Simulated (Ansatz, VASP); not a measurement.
# AlN in VASP and in Ansatz

```xyz
2
Lattice="0.0000 2.2195 2.2195 2.2195 0.0000 2.2195 2.2195 2.2195 0.0000" Properties=species:S:1:pos:R:3 pbc="T T T"
Al    0.0406    0.0000    0.0000
N     3.2510    3.3293    3.3293
```

Change from the starting cell: mode 4 frozen in at -0.078 Å, equal normal strain along x, y and z +0.0083.

Alike in both runs: task single point; functional PBE; k mesh 10 × 10 × 10; occupations gaussian, width 0.05 eV; no spin polarisation.

|  | VASP | Ansatz |
| --- | --- | --- |
| version | VASP 6.6.1 | Ansatz 0.2.0 |
| potentials or method | VASP PAW PBE potentials, release 64 (Al, N), cutoff 520 eV | scalar-relativistic, plane waves, PAW |
| valence electrons in the cell | 8 | 8 |

Ansatz gave:

| Quantity | Value |
| --- | --- |
| gap on the k mesh at the Fermi level (eV) | 2.99 |
| least direct gap on the mesh (eV) | 3.45 |
| pressure (GPa) | -3.1 |
| traceless stress, the component that is largest in VASP (GPa) | -6.05 |
| rms of the force components (eV/Å) | 0.861 |

What did VASP give for the same quantities?

gap on the k mesh at the Fermi level (eV): 2.99; least direct gap on the mesh (eV): 3.46; pressure (GPa): -3.3; traceless stress, the component that is largest in VASP (GPa): -6.06; rms of the force components (eV/Å): 0.863.

Atom by atom the forces differ by 0.002 eV/Å (rms over components).
